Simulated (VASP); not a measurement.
# Pd (I4/mmm) in VASP: a series of runs, part 2 of 2

VASP 6.6.1. The steps go on from the part before.

## 3. Single point, PBE (strain +0.080 along x and y, -0.080 along z)

INCAR reads:

```
PREC = Accurate
ENCUT = 520
EDIFF = 1E-6
ISMEAR = 0
SIGMA = 0.15
LREAL = F
LASPH = T
NELM = 100
ALGO = Normal
ISIF = 2
LWAVE = F
LCHARG = F
GGA = PE
NBANDS = 11
```

KPOINTS reads:

```
Automatic mesh
0
Gamma
  20 20 20
```

POSCAR reads:

```
Pd
1.0
    0.0000000000      2.1004920000      1.7893080000
    2.1004920000      0.0000000000      1.7893080000
    2.1004920000      2.1004920000      0.0000000000
Pd
1
Direct
    0.0000000000      0.0000000000      0.0000000000
```

Potentials or basis: VASP PAW PBE potentials, release 64 (Pd).

The run is started by

```console
cat potpaw_PBE.64/Pd/POTCAR > POTCAR
mpirun -np 1 vasp_std > vasp.out
```

OUTCAR:

```text
PREC = Accurate
   ENCUT = 520
   EDIFF = 1E-6
   ISMEAR = 0
   LREAL = F
   LASPH = T
   NELM = 100
   ISIF = 2
   GGA = PE

 ion  position               nearest neighbor table
   1  0.000  0.000  0.000-

  LATTYP: Found a body centered tetragonal cell.
 ALAT       =     2.9705442741
 C/A-ratio  =     1.2047004420

  Lattice vectors:

 A1 = (   0.0000000000,  -2.1004920000,  -1.7893080000)
 A2 = (   0.0000000000,   2.1004920000,  -1.7893080000)
 A3 = (   2.1004920000,   0.0000000000,   1.7893080000)

[... 514 lines left out ...]
     11      32.9485      0.00000

 [... further k-points ...]

------------------------ aborting loop because EDIFF is reached ----------------------------------------

  FORCE on cell =-STRESS in cart. coord.  units (eV):
  Direction    XX          YY          ZZ          XY          YZ          ZX
  --------------------------------------------------------------------------------------
  -------------------------------------------------------------------------------------
  Total       -0.5151838     -0.5151838     -0.2141133      0.0000000      0.0000000      0.0000000
  in kB      -52.2776022    -52.2776022    -21.7268664      0.0000000      0.0000000      0.0000000
  external PRESSURE =     -42.0940236 kB  Pullay stress =       0.0000000 kB

 VOLUME and BASIS-vectors are now :
 -----------------------------------------------------------------------------
  energy-cutoff  :      520.00
  volume of cell :       15.79
      direct lattice vectors                 reciprocal lattice vectors
     0.000000000  2.100492000  1.789308000    -0.238039469  0.238039469  0.279437637
     2.100492000  0.000000000  1.789308000     0.238039469 -0.238039469  0.279437637
     2.100492000  2.100492000  0.000000000     0.238039469  0.238039469 -0.279437637

 POSITION                                       TOTAL-FORCE (eV/Angst)
 -----------------------------------------------------------------------------------
      0.00000      0.00000      0.00000         0.000000     -0.000000      0.000000
 -----------------------------------------------------------------------------------
    total drift:                               -0.000000     -0.000000     -0.000000

  FREE ENERGIE OF THE ION-ELECTRON SYSTEM (eV)
  ---------------------------------------------------
  free  energy   TOTEN  =        -5.2016493658 eV

  energy  without entropy=       -5.1812130979  energy(sigma->0) =       -5.19143123
```

Run time: 65 s. Hardware: 1 thread of AMD EPYC 9R45 (Zen 5), shared host; peak memory 0.2 GiB.

What came out:

```
Free energy            : -5.2016 eV
Pressure               : -4.2 GPa
Band gap on the k mesh : zero (bands 5 and 6 overlap by 1.55 eV)
```

Stress tensor (GPa, compression positive):
```
-5.23  0.00  0.00
 0.00 -5.23  0.00
 0.00  0.00 -2.17
```

Caveat: the cell differs from its parent crystal (strain +0.080 along x and y, -0.080 along z); the cell stands under tension.

## 4. Single point, PBE (strain +0.080 along x and y, -0.040 along z)

INCAR, as its differences from that of step 3:

```diff
@@ -8,3 +8,3 @@
 NELM = 100
-ALGO = Normal
+ALGO = Fast
 ISIF = 2
```

KPOINTS reads:

```
regular mesh
0
Gamma
  20 20 20
```

POSCAR reads:

```
Pd
1.0
    0.0000000000      2.1004920000      1.8671040000
    2.1004920000      0.0000000000      1.8671040000
    2.1004920000      2.1004920000      0.0000000000
Pd
1
Direct
    0.0000000000      0.0000000000      0.0000000000
```

The run is started by

```console
cat potpaw_PBE.64/Pd/POTCAR > POTCAR
mpirun -np 1 vasp_std > vasp.out
```

Run time: 71 s. Hardware: 1 thread of AMD EPYC 9R45 (Zen 5), shared host; peak memory 0.21 GiB.

It converged, with:

| Quantity | Value |
| --- | --- |
| Free energy | -5.1791 eV |
| Pressure | -9.7 GPa |
| Band gap on the k mesh | zero (bands 5 and 6 overlap by 1.53 eV) |

Stress tensor (GPa, compression positive):
```
-10.43   0.00   0.00
  0.00 -10.43   0.00
  0.00   0.00  -8.14
```

Levels at points of the mesh, in eV from the Fermi level:
| k point | band 2 | band 3 | band 4 | band 5 | band 6 | band 7 | band 8 | band 9 |
| --- | --- | --- | --- | --- | --- | --- | --- | --- |
| (0.00, 0.00, 0.00) | -2.59 | -2.59 | -1.75 | -1.51 | -0.66 | 17.32 | 20.50 | 20.50 |
| (0.50, 0.00, 0.00) | -2.83 | -1.92 | -0.25 | 0.20 | 1.30 | 6.57 | 16.04 | 18.80 |
| (0.50, 0.50, 0.00) | -4.27 | -0.03 | 0.25 | 0.25 | 4.93 | 11.26 | 11.26 | 11.76 |
| (0.50, 0.00, 0.50) | -4.19 | -0.14 | -0.08 | 0.46 | 2.71 | 8.74 | 13.20 | 13.70 |

Caveat: the cell differs from its parent crystal (strain +0.080 along x and y, -0.040 along z); the cell stands under tension.

## 5. Single point, PBE (strain +0.080 along x and y, +0.000 along z)

INCAR reads:

```
ALGO = Fast
EDIFF = 1E-6
ENCUT = 520
GGA = PE
ISIF = 2
ISMEAR = 0
LASPH = True
LCHARG = True
LELF = True
LREAL = False
LVHAR = True
LWAVE = False
NBANDS = 11
NELM = 100
PREC = Accurate
SIGMA = 0.15
```

KPOINTS reads:

```
k-points
0
Gamma
  20 20 20
```

POSCAR reads:

```
Pd
1.0
    0.0000000000      2.1004920000      1.9449000000
    2.1004920000      0.0000000000      1.9449000000
    2.1004920000      2.1004920000      0.0000000000
Pd
1
Direct
    0.0000000000      0.0000000000      0.0000000000
```

The run is started by

```console
cat potpaw_PBE.64/Pd/POTCAR > POTCAR
mpirun -np 1 vasp_std > vasp.out
```

It took 73 s on 1 thread of AMD EPYC 9R45 (Zen 5), shared host; peak memory 0.21 GiB.

It converged, with:

```yaml
Free_energy: -5.1341 eV
Pressure: -13.8 GPa
Band_gap_on_the_k_mesh: zero (bands 5 and 6 overlap by 1.39 eV)
```

Stress tensor (GPa, compression positive):
```
-14.34   0.00   0.00
  0.00 -14.34   0.00
  0.00   0.00 -12.80
```

Levels at points of the mesh, in eV from the Fermi level:
| k point | band 1 | band 2 | band 3 | band 4 | band 5 | band 6 | band 7 | band 8 | band 9 | band 10 |
| --- | --- | --- | --- | --- | --- | --- | --- | --- | --- | --- |
| (0.00, 0.00, 0.00) | -6.03 | -2.38 | -2.38 | -1.84 | -1.26 | -0.72 | 17.11 | 20.50 | 20.50 | 21.86 |
| (0.50, 0.00, 0.00) | -4.21 | -2.52 | -1.96 | -0.17 | 0.10 | 1.36 | 6.25 | 16.13 | 18.78 | 20.72 |
| (0.50, 0.50, 0.00) | -4.22 | -4.00 | -0.05 | 0.22 | 0.22 | 4.33 | 10.61 | 11.50 | 11.50 | 18.56 |
| (0.50, 0.00, 0.50) | -4.24 | -3.98 | -0.09 | 0.02 | 0.36 | 2.95 | 8.70 | 12.77 | 13.01 | 19.97 |

Caveat: the cell differs from its parent crystal (strain +0.080 along x and y, +0.000 along z); the cell stands under tension.

## 6. Overview

| cell | gap on the mesh (eV) | pressure (GPa) |
| --- | --- | --- |
| a = 2.753, b = 2.753, c = 2.861 Å, angles 58.7, 58.7, 62.6°, 1 atom | none | 0.6 |
| a = 2.759, b = 2.759, c = 2.971 Å, angles 57.4, 57.4, 65.1°, 1 atom | none | -4.2 |
| a = 2.810, b = 2.810, c = 2.971 Å, angles 58.1, 58.1, 63.8°, 1 atom | none | -9.7 |
| a = 2.863, b = 2.863, c = 2.971 Å, angles 58.7, 58.7, 62.5°, 1 atom | none | -13.8 |

Alike in all rows: task single point; level PBE; potentials or basis VASP PAW PBE potentials, release 64 (Pd); no spin polarisation; k mesh 20 × 20 × 20; cutoff (eV) 520; smearing gaussian 0.15 eV.

Caveats: the cell stands under tension (at least some runs).

Total energies depend on the potentials used, so only differences within one code and one set of settings carry meaning.
